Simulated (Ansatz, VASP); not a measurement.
One calculation of Ga4SbP3, two programs

Contents of INCAR:

```
SYSTEM = Ga4SbP3
ALGO = Normal
EDIFF = 1E-7
EDIFFG = -0.005
ENCUT = 600
GGA = PS
IBRION = 2
ISIF = 3
ISMEAR = 0
LASPH = .True.
LCHARG = .False.
LREAL = Auto
LWAVE = .False.
NELM = 100
NSW = 80
PREC = Accurate
SIGMA = 0.01
```

KPOINTS

```
k-points
0
Gamma
  4 4 4
  0 0 0
```

POSCAR

```
Ga4SbP3
1.0
    0.0000000000      5.6100000000      5.6100000000
    5.6100000000      0.0000000000      5.6100000000
    5.6100000000      5.6100000000      0.0000000000
Ga Sb P
8 2 6
Direct
    0.0000000000      0.0000000000      0.0000000000
    0.0000000000      0.0000000000      0.5000000000
    0.0000000000      0.5000000000      0.0000000000
    0.0000000000      0.5000000000      0.5000000000
    0.5000000000      0.0000000000      0.0000000000
    0.5000000000      0.0000000000      0.5000000000
    0.5000000000      0.5000000000      0.0000000000
    0.5000000000      0.5000000000      0.5000000000
    0.1250000000      0.1250000000      0.1250000000
    0.6250000000      0.6250000000      0.6250000000
    0.1250000000      0.1250000000      0.6250000000
    0.1250000000      0.6250000000      0.1250000000
    0.1250000000      0.6250000000      0.6250000000
    0.6250000000      0.1250000000      0.1250000000
    0.6250000000      0.1250000000      0.6250000000
    0.6250000000      0.6250000000      0.1250000000
```

Input for Ansatz:

```yaml
crystal:
  lattice:
    - [0.0, 5.61, 5.61]
    - [5.61, 0.0, 5.61]
    - [5.61, 5.61, 0.0]
  atoms:
    - { symbol: Ga, position: [0.0, 0.0, 0.0] }
    - { symbol: Ga, position: [0.0, 0.0, 0.5] }
    - { symbol: Ga, position: [0.0, 0.5, 0.0] }
    - { symbol: Ga, position: [0.0, 0.5, 0.5] }
    - { symbol: Ga, position: [0.5, 0.0, 0.0] }
    - { symbol: Ga, position: [0.5, 0.0, 0.5] }
    - { symbol: Ga, position: [0.5, 0.5, 0.0] }
    - { symbol: Ga, position: [0.5, 0.5, 0.5] }
    - { symbol: Sb, position: [0.125, 0.125, 0.125] }
    - { symbol: P, position: [0.125, 0.125, 0.625] }
    - { symbol: P, position: [0.125, 0.625, 0.125] }
    - { symbol: P, position: [0.125, 0.625, 0.625] }
    - { symbol: P, position: [0.625, 0.125, 0.125] }
    - { symbol: P, position: [0.625, 0.125, 0.625] }
    - { symbol: P, position: [0.625, 0.625, 0.125] }
    - { symbol: Sb, position: [0.625, 0.625, 0.625] }
scf:
  occupations: { method: gaussian, width: 0.01 }
output:
  forces: true
  stress: true
  eigenvalues: true
  write_density: true
  write_potential: true
  elf: true
  volumetric_format: npy
hamiltonian:
  xc: pbesol
relax:
  f_tol: 0.005
  max_steps: 60
  cell: { stress_tol: 0.03 }
kpoints:
  mp_grid: { grid: [4, 4, 4] }
```

Alike in both runs: task relaxation of cell and atoms; functional PBEsol; k mesh 4 × 4 × 4; occupations gaussian, width 0.01 eV; no spin polarisation.

|  | VASP | Ansatz |
| --- | --- | --- |
| version | VASP 6.6.1 | Ansatz 0.2.0 |
| potentials or method | VASP PAW PBE potentials, release 64 (Ga_d, Sb, P) | scalar-relativistic, plane waves, PAW |
| plane-wave cutoff (eV) | 600 | 420 |
| valence electrons in the cell | 144 | 164 |

Ansatz gave:

```
gap on the k mesh at the Fermi level, each at its own relaxed structure (eV) : 0.34
relaxed volume (Å³/atom)                                                     : 22.04
relaxed cell length with the largest relative difference (Å)                 : 7.930
```

Problem. Estimate VASP's values.

Solution. gap on the k mesh at the Fermi level, each at its own relaxed structure (eV): 0.33; relaxed volume (Å³/atom): 22.02; relaxed cell length with the largest relative difference (Å): 7.927.

VASP's potentials were made for PBE, not for PBEsol. VASP's potentials hold 144 valence electrons a cell and Ansatz's 164, so a difference there can come from the potentials and not from the codes.

Neither program's run includes spin-orbit coupling.
